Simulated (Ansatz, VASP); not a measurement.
# V3F: VASP beside Ansatz

Contents of INCAR:

```
SYSTEM = V3F
ALGO     = Normal         ! electronic algorithm
EDIFF    = 1E-6           ! SCF threshold, eV
ENCUT    = 520            ! plane-wave cutoff, eV
GGA      = PE             ! functional
ISIF     = 2              ! what is computed and relaxed
ISMEAR   = 0              ! smearing method
ISPIN    = 2              ! spin polarisation
LASPH    = .TRUE.         ! aspherical terms in the spheres
LCHARG   = .FALSE.        ! write CHGCAR
LMAXMIX  = 4              ! l up to which the mixer works
LORBIT   = 11             ! projections on sites
LREAL    = .FALSE.        ! projectors in reciprocal space
LWAVE    = .FALSE.        ! write WAVECAR
MAGMOM   = -2 -2 2 0      ! initial moments
NBANDS   = 35             ! bands
NELM     = 150            ! most SCF steps
PREC     = Accurate       ! precision mode
SIGMA    = 0.1            ! smearing width, eV
```

KPOINTS

```
k-points
0
G
  6 6 6
  0 0 0
```

Contents of POSCAR:

```
V3F
1.0
    2.2317097400      1.2884782200      3.1350334900
   -2.2317097400      1.2884782200      3.1350334900
    0.0000000000     -2.5769564400      3.1350334900
V F
3 1
Direct
    0.1714736700      0.1714736700      0.1714736700
    0.8285263300      0.8285263300      0.8285263300
    0.5000000000      0.5000000000      0.5000000000
    0.0000000000      0.0000000000      0.0000000000
```

Input for Ansatz:

```yaml
crystal:
  lattice:
    - [2.23170974, 1.28847822, 3.13503349]
    - [-2.23170974, 1.28847822, 3.13503349]
    - [0.0, -2.57695644, 3.13503349]
  atoms:
    - { symbol: V, position: [0.17147367, 0.17147367, 0.17147367], spin: -2.0 }
    - { symbol: V, position: [0.82852633, 0.82852633, 0.82852633], spin: -2.0 }
    - { symbol: V, position: [0.5, 0.5, 0.5], spin: 2.0 }
    - { symbol: F, position: [0.0, 0.0, 0.0] }
basis:
  ecutwfc: 420
kpoints:
  mp_grid: { grid: [6, 6, 6] }
hamiltonian:
  xc: pbe
scf:
  occupations: { method: gaussian, width: 0.1 }
  lower_state_search: "off"
output:
  forces: true
  stress: true
  eigenvalues: true
  populations: true
magnetization:
  spin_polarized: true
```

Alike in both runs: task single point; functional PBE; k mesh 6 × 6 × 6; occupations gaussian, width 0.1 eV; collinear spin.

```csv
,VASP,Ansatz
version,VASP 6.6.1,Ansatz 0.2.0
potentials or method,"VASP PAW PBE potentials, release 64 (V_sv, F), cutoff 520 eV","scalar-relativistic, plane waves, PAW"
valence electrons in the cell,46,46
```

|  | VASP | Ansatz | Ansatz less VASP |
| --- | --- | --- | --- |
| gap on the k mesh at the Fermi level (eV) | none | none | - |
| rms of the force components (eV/Å) | 3.480 | 3.284 | -0.1956 |
| net moment per atom (μB) | 0.00 | 0.00 | 0.000 |

Atom by atom the forces differ by 0.196 eV/Å (rms over components). A gap of «none» marks a metal or a gap that the smearing closes. Ansatz's warnings: seeded moment not kept.
